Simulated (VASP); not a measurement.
# Be (P6_3/mmc) in VASP: single point with r2SCAN

Aim: the single point of Be with r2SCAN.

Program: VASP 6.6.1. These are calculated values, not measurements. Logs are shortened: lines on timing, memory, paths and dates and some standing lists are left out, and cuts for length are marked.

## 1. The cell of the first run

It takes space group P6_3/mmc (No. 194, hexagonal). The conventional cell has a = 2.280 Å, b = 2.280 Å, c = 3.572 Å, α = 90.00°, β = 90.00°, γ = 120.00°. Be (site symmetry -6m2) has 12 Be at 2.22 to 2.28 Å within 2.9 Å.

## 2. Single point, r2SCAN

Contents of POSCAR:

```
Be
1.0
    1.1398230000      1.9742270000      0.0000000000
   -1.1398230000      1.9742270000      0.0000000000
    0.0000000000      0.0000000000      3.5724020000
Be
2
Direct
    0.3333300000      0.3333400000      0.2500000000
    0.6666600000      0.6666700000      0.7500000000
```

Contents of INCAR.step1:

```
SYSTEM = Be
ALGO = Normal
EDIFF = 1E-4
ENCUT = 520
GGA = PE
ISMEAR = -1
LASPH = .TRUE.
LCHARG = .FALSE.
LREAL = .FALSE.
LWAVE = .TRUE.
NBANDS = 9
NELM = 100
PREC = Accurate
SIGMA = 0.1
```

Contents of INCAR.step2:

```
SYSTEM = Be
ALGO = Normal
EDIFF = 1E-6
ENCUT = 520
ISIF = 2
ISMEAR = -1
ISTART = 1
LASPH = .TRUE.
LCHARG = .FALSE.
LMIXTAU = .TRUE.
LREAL = .FALSE.
LWAVE = .FALSE.
METAGGA = R2SCAN
NBANDS = 9
NELM = 100
PREC = Accurate
SIGMA = 0.1
```

Contents of KPOINTS:

```
k-points
0
G
  17 17 9
  0 0 0
```

Potentials or basis: VASP PAW PBE potentials, release 64 (Be).

Run with:

```sh
cat potpaw_PBE.64/Be/POTCAR > POTCAR
cp INCAR.step1 INCAR
mpirun -np 1 vasp_std > vasp.out
cp INCAR.step2 INCAR
mpirun -np 1 vasp_std > vasp.out
```

OUTCAR:

```text
SYSTEM = Be
   EDIFF = 1E-6
   ENCUT = 520
   ISIF = 2
   ISMEAR = -1
   ISTART = 1
   LASPH = .TRUE.
   LREAL = .FALSE.
   METAGGA = R2SCAN
   NELM = 100
   PREC = Accurate

 ion  position               nearest neighbor table
   1  0.333  0.333  0.250-   2 2.22   2 2.22   2 2.22   2 2.22   2 2.22   2 2.22
   2  0.667  0.667  0.750-   1 2.22   1 2.22   1 2.22   1 2.22   1 2.22   1 2.22

  LATTYP: Found a hexagonal cell.
 ALAT       =     2.2796422348
 C/A-ratio  =     1.5670888815

  Lattice vectors:

 A1 = (   1.1398230000,  -1.9742270000,   0.0000000000)
 A2 = (   1.1398230000,   1.9742270000,   0.0000000000)
 A3 = (   0.0000000000,   0.0000000000,   3.5724020000)

Analysis of symmetry for initial positions (statically):
=====================================================================
 Subroutine PRICEL returns:
 Original cell was already a primitive cell.

 Routine SETGRP: Setting up the symmetry group for a
 hexagonal supercell.

 Subroutine GETGRP returns: Found  8 space group operations
 (whereof  2 operations were pure point group operations)
 out of a pool of 24 trial point group operations.

The static configuration has the point symmetry C_2 .
 The point group associated with its full space group is D_2h.

Analysis of symmetry for dynamics (positions and initial velocities):
=====================================================================
 Subroutine PRICEL returns:
 Original cell was already a primitive cell.

 Routine SETGRP: Setting up the symmetry group for a
 hexagonal supercell.

 Subroutine GETGRP returns: Found  8 space group operations
 (whereof  2 operations were pure point group operations)
 out of a pool of 24 trial point group operations.

The dynamic configuration has the point symmetry C_2 .
 The point group associated with its full space group is D_2h.

 Subroutine INISYM returns: Found  8 space group operations
 (whereof  2 operations are pure point group operations),
 and found     1 'primitive' translations

----------------------------------------------------------------------------------------

                                     Primitive cell

  volume of cell :      16.0777

  direct lattice vectors                    reciprocal lattice vectors
     1.139823000  1.974227000  0.000000000     0.438664600  0.253263682  0.000000000
    -1.139823000  1.974227000  0.000000000    -0.438664600  0.253263682  0.000000000
     0.000000000  0.000000000  3.572402000     0.000000000  0.000000000  0.279923704

  length of vectors
     2.279642235  2.279642235  3.572402000     0.506526528  0.506526528  0.279923704

  position of ions in fractional coordinates (direct lattice)
     0.333330000  0.333340000  0.250000000
     0.666660000  0.666670000  0.750000000

  ion indices of the primitive-cell ions
   primitive index   ion index
                 1           1
                 2           2

----------------------------------------------------------------------------------------

 KPOINTS: k-points

Automatic generation of k-mesh.
 Grid dimensions read from file:
 generate k-points for:   17   17    9

 Generating k-lattice:

  Cartesian coordinates                     Fractional coordinates (reciprocal lattice)
     0.025803800  0.014897864  0.000000000     0.058823529 -0.000000000  0.000000000
    -0.025803800  0.014897864  0.000000000    -0.000000000  0.058823529  0.000000000
     0.000000000  0.000000000  0.031102634     0.000000000  0.000000000  0.111111111

  Length of vectors
     0.029795678  0.029795678  0.031102634

  Shift w.r.t. Gamma in fractional coordinates (k-lattice)
     0.000000000  0.000000000  0.000000000

 Subroutine IBZKPT returns following result:
 ===========================================

 Found    405 irreducible k-points:

 Following reciprocal coordinates:
            Coordinates               Weight
  0.000000  0.000000  0.000000      1.000000
  0.058824  0.000000  0.000000      4.000000
  0.058824  0.058824  0.000000      2.000000
  0.117647  0.000000  0.000000      4.000000
  0.117647  0.117647  0.000000      2.000000
  0.176471  0.000000  0.000000      4.000000
[... 16 lines left out ...]
  0.235294  0.058824  0.000000      4.000000
  0.176471  0.235294  0.000000      4.000000
 [... further k-points ...]
   k-points           NKPTS =    405   k-points in BZ     NKDIM =    405   number of bands    NBANDS=      9
   number of dos      NEDOS =    301   number of ions     NIONS =      2
   total plane-waves  NPLWV =   9072
   dimension x,y,z NGX =    18 NGY =   18 NGZ =   28
   dimension x,y,z NGXF=    36 NGYF=   36 NGZF=   56
   ions per type =               2
   NGX,Y,Z   is equivalent  to a cutoff of  13.13, 13.13, 13.03 a.u.
   NGXF,Y,Z  is equivalent  to a cutoff of  26.25, 26.25, 26.06 a.u.
 SYSTEM =  Be
   PREC   = accura    normal or accurate (medium, high low for compatibility)
   ISTART =      1    job   : 0-new  1-cont  2-samecut
   ICHARG =      0    charge: 1-file 2-atom 10-const
   ISPIN  =      1    spin polarized calculation?
   LNONCOLLINEAR =      F non collinear calculations
   LSORBIT =      F    spin-orbit coupling
   LASPH  =      T    aspherical Exc in radial PAW
   ENCUT  =  520.0 eV  38.22 Ry    6.18 a.u.   4.24  4.24  6.64*2*pi/ulx,y,z
   NELM   =    100;   NELMIN=  2; NELMDL=  0     # of ELM steps
   EDIFF  = 0.1E-05   stopping-criterion for ELM
   LREAL  =      F    real-space projection
   EDIFFG = 0.1E-04   stopping-criterion for IOM
   NSW    =      0    number of steps for IOM
   IBRION =     -1    ionic relax: 0-MD 1-quasi-New 2-CG
   NFREE  =      0    steps in history (QN), initial steepest desc. (CG)
   ISIF   =      2    stress and relaxation
   ISYM   =      2    0-nonsym 1-usesym 2-fastsym
   POTIM  = 0.5000    time-step for ionic-motion
   TEBEG  =    0.0;   TEEND  =   0.0 temperature during run
   PSTRESS=    0.0 pullay stress
   NELECT =       4.0000    total number of electrons
   NUPDOWN=      -1.0000    fix difference up-down
   EMIN   =  10.00;   EMAX   =-10.00  energy-range for DOS
   EFERMI =   0.00;   METHOD = LEGACY
   ISMEAR =    -1;   SIGMA  =   0.10  broadening in eV -4-tet -1-fermi 0-gaus
   EFERMI_NEDOS =   21; number of points for ismear=-14 and -15
   IALGO  =     38    algorithm
   IMIX   =      4    mixing-type and parameters
     AMIX     =   0.40;   BMIX     =  1.00
     AMIX_MAG =   1.60;   BMIX_MAG =  1.00
  volume/ion in A,a.u.               =       8.04        54.25
  Fermi-wavevector in a.u.,A,eV,Ry     =   1.029643  1.945743 14.424409  1.060164
  Thomas-Fermi vector in A             =   2.163701
   LORBIT       =      0    0 simple, 1 ext, 2 COOP (PROOUT), +10 PAW based schemes
   METAGGA = R2SCAN    functional components
   LHFCALC =     F    Hartree Fock is set to
   AEXX    =    0.0000 exact exchange contribution
   IVDW    =     0    specifies the selected vdW correction
   LEPSILON=     F    determine dielectric tensor
   LRPA    =     F    only Hartree local field effects (RPA)
 non-spin polarized calculation
  energy-cutoff  :      520.00
  volume of cell :       16.08
 maximum number of plane-waves:       446
 NGX is ok and might be reduce to    18
   NGX =  9   NGY =  9   NGZ = 13

 number of electron       4.0000000 magnetization

 Free energy of the ion-electron system (eV)
  ---------------------------------------------------
  ext. energy  EPLUGINS =         0.00000000
  ---------------------------------------------------
  free energy    TOTEN  =        -8.67752788 eV

  energy without entropy =       -8.67171841  energy(sigma->0) =       -8.67462315

 E-fermi :   6.9461     XC(G=0): -11.2031

 val. band max:        6.9422154602   @ k =  -0.2353   0.2941   0.0000
 cond. band min:       7.0213788230   @ k =  -0.4118   0.2941   0.2222
 fundamental gap:      0.0791633628
 Fermi energy:         6.9460757663

 k-point     1 :       0.0000    0.0000    0.0000
  band No.  band energies     occupation
      1      -5.1507      2.00000
      2       2.3508      2.00000
      3       8.0837      0.00002
      4      24.0097      0.00000
      5      24.0098      0.00000
      6      27.0359      0.00000
      7      27.0361      0.00000
      8      29.4926      0.00000
      9      35.1123      0.00000

 k-point     2 :       0.0588    0.0000    0.0000
  band No.  band energies     occupation
      1      -5.0441      2.00000
      2       2.4876      2.00000
      3       8.1206      0.00002
      4      23.0873      0.00000
      5      23.3319      0.00000
      6      27.0467      0.00000
      7      27.4290      0.00000
      8      29.2756      0.00000
      9      33.5441      0.00000

 k-point     3 :       0.0588    0.0588    0.0000
  band No.  band energies     occupation
      1      -5.0441      2.00000
      2       2.4876      2.00000
      3       8.1206      0.00002
      4      23.0873      0.00000
      5      23.3319      0.00000
      6      27.0468      0.00000
      7      27.4289      0.00000
      8      29.2756      0.00000
      9      33.5441      0.00000

 k-point     4 :       0.1176    0.0000    0.0000
  band No.  band energies     occupation
      1      -4.7243      2.00000
      2       2.8975      2.00000
      3       8.2229      0.00001
      4      20.9235      0.00000
      5      22.0376      0.00000
      6      26.9874      0.00000
      7      27.7799      0.00000
      8      28.4999      0.00000
      9      31.1328      0.00000

 k-point     5 :       0.1176    0.1176    0.0000
  band No.  band energies     occupation
      1      -4.7243      2.00000
      2       2.8975      2.00000
      3       8.2229      0.00001
      4      20.9236      0.00000
      5      22.0376      0.00000
      6      26.9875      0.00000
      7      27.7798      0.00000
      8      28.4999      0.00000
      9      31.1328      0.00000

 k-point     6 :       0.1765    0.0000    0.0000
  band No.  band energies     occupation
      1      -4.1911      2.00000
      2       3.5792      2.00000
      3       8.3552      0.00000
      4      18.3674      0.00000
      5      20.7122      0.00000
      6      26.6115      0.00000
      7      26.8954      0.00000
      8      27.5699      0.00000
      9      28.7821      0.00000
[... 169 lines left out ...]
 k-point    21 :       0.1176    0.1765    0.0000
  band No.  band energies     occupation
      1      -4.4043      2.00000
      2       3.3068      2.00000
      3       8.3145      0.00000
      4      19.5661      0.00000
      5      20.6744      0.00000
      6      26.9509      0.00000
      7      27.5326      0.00000
      8      27.6455      0.00000
      9      30.5200      0.00000

 k-point    22 :      -0.0588    0.1176    0.0000
  band No.  band energies     occupation
      1      -4.4043      2.00000
      2       3.3068      2.00000
      3       8.3145      0.00000
      4      19.5660      0.00000
      5      20.6744      0.00000
      6      26.9508      0.00000
      7      27.5327      0.00000
      8      27.6455      0.00000
      9      30.5201      0.00000

 k-point    23 :       0.2353    0.0588    0.0000
  band No.  band energies     occupation
      1      -3.7641      2.00000
      2       4.1230      2.00000
      3       8.4343      0.00000
      4      17.0346      0.00000
      5      19.4338      0.00000
      6      25.6911      0.00000
      7      25.9989      0.00000
      8      26.9880      0.00000
      9      28.9763      0.00000

 k-point    24 :       0.1765    0.2353    0.0000
  band No.  band energies     occupation
      1      -3.7641      2.00000
      2       4.1230      2.00000
      3       8.4342      0.00000
      4      17.0347      0.00000
      5      19.4337      0.00000
      6      25.6911      0.00000
      7      25.9990      0.00000
      8      26.9879      0.00000
      9      28.9762      0.00000

 [... further k-points ...]
[... 5 lines left out ...]
  --------------------------------------------------------------------------------------
  -------------------------------------------------------------------------------------
  Total       -0.1948691     -0.1947356     -0.1257070      0.0000000      0.0000000      0.0000000
  in kB      -19.4190791    -19.4057808    -12.5269493      0.0000000      0.0000000      0.0000000
  external PRESSURE =     -17.1172697 kB  Pullay stress =       0.0000000 kB

 VOLUME and BASIS-vectors are now :
 -----------------------------------------------------------------------------
  energy-cutoff  :      520.00
  volume of cell :       16.08
      direct lattice vectors                 reciprocal lattice vectors
     1.139823000  1.974227000  0.000000000     0.438664600  0.253263682  0.000000000
    -1.139823000  1.974227000  0.000000000    -0.438664600  0.253263682  0.000000000
     0.000000000  0.000000000  3.572402000     0.000000000  0.000000000  0.279923704

 POSITION                                       TOTAL-FORCE (eV/Angst)
 -----------------------------------------------------------------------------------
     -0.00001      1.31616      0.89310         0.000000     -0.000053      0.000000
     -0.00001      2.63230      2.67930         0.000000      0.000053     -0.000000
 -----------------------------------------------------------------------------------
    total drift:                               -0.000000     -0.000000      0.000000

  FREE ENERGIE OF THE ION-ELECTRON SYSTEM (eV)
  ---------------------------------------------------
  free  energy   TOTEN  =        -8.6775278846 eV

  energy  without entropy=       -8.6717184059  energy(sigma->0) =       -8.67462315
```

It took 69 s on 1 thread of Intel Xeon 6975P-C (Granite Rapids), shared host; peak memory 0.16 GiB.

Results:

```
Free energy            : -8.6775 eV
Pressure               : -1.7 GPa
Band gap on the k mesh : zero (band 2 reaches 8.11 eV, above the bottom of band 3 at 6.70 eV)
```

Levels at points of the mesh, in eV from the Fermi level:
```
           k point  band 1  band 2  band 3  band 4  band 5  band 6
(0.00, 0.00, 0.00)  -12.10   -4.60    1.14   17.06   17.06   20.09
```

Caveat: the PAW data sets were made with another functional, which shifts forces and pressure a little.
